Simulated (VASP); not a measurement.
Set up this calculation in VASP 6.6.1, as the native input.

```yaml
Task: single point
Functional: PBEsol-based screened hybrid with 25 % exact exchange
Potentials_or_basis: VASP PAW PBE potentials, release 64 (As)
Cutoff: 520 eV
k_mesh: 5 × 5 × 5
Occupations: fermi-dirac, width 0.05 eV
Spin: no spin polarisation
Dipole_correction: no
Grid_for_exact_exchange_PRECFOCK: Normal
Share_of_exact_exchange: 0.25
Further_INCAR_settings: ALGO = Normal; EDIFF = 1e-06; NBANDS = 8
Screening_parameter: 0.207 1/Å
```

The system is As.

```
As
1.0
     2.70368    0.00000    0.00000
     0.00000    2.70368    0.00000
     0.00000    0.00000    2.70368
As
1
Cartesian
  1.3518 1.3518 1.3518
```

This isn't the form of As at room conditions, which is rhombohedral.

The input as run:

POSCAR

```
As
1.0
    2.7036817444      0.0000000000      0.0000000000
    0.0000000000      2.7036817444      0.0000000000
    0.0000000000      0.0000000000      2.7036817444
As
1
Direct
    0.5000000000      0.5000000000      0.5000000000
```

INCAR.step1

```
PREC = Accurate ; ENCUT = 520
EDIFF = 1E-5 ; ISMEAR = -1
SIGMA = 0.05 ; LREAL = F
LASPH = T ; NELM = 80
ALGO = Normal ; ISIF = 2
LWAVE = T ; LCHARG = F
NBANDS = 8 ; GGA = PE
```

INCAR.step2

```
PREC = Accurate ; ENCUT = 520
EDIFF = 1E-6 ; ISMEAR = -1
SIGMA = 0.05 ; LREAL = F
LASPH = T ; NELM = 80
ALGO = Normal ; ISIF = 2
LWAVE = F ; LCHARG = F
GGA = PS ; LHFCALC = T
AEXX = 0.25 ; HFSCREEN = 0.207
PRECFOCK = Normal ; NBANDS = 8
ISTART = 1
```

KPOINTS

```
Automatic mesh
0
Gamma
  5 5 5
```

Potentials or basis: VASP PAW PBE potentials, release 64 (As).

Command:

```console
$ cat potpaw_PBE.64/As/POTCAR > POTCAR
$ cp INCAR.step1 INCAR
$ mpirun -np 1 vasp_std > vasp.out
$ cp INCAR.step2 INCAR
$ mpirun -np 1 vasp_std > vasp.out
```

Results of the run:

```json
{
  "Pressure": "-3.1 GPa",
  "Band gap on the k mesh": "zero (an odd number of electrons rules out a gap without spin polarisation)"
}
```

Caveat: the k points lie up to 0.46 Å⁻¹ apart, too coarse for converged energies and pressures of a metal; the PAW data sets were made with another functional, which shifts forces and pressure a little; an odd number of electrons without spin polarisation forces a metal; a magnetic or distorted state may lie lower.

Run time: 50 s on 1 thread of Intel(R) Xeon(R) Platinum 8259CL CPU @ 2.50GHz (Skylake/Cascade Lake), with other jobs on the host, peak memory 0.22 GiB.
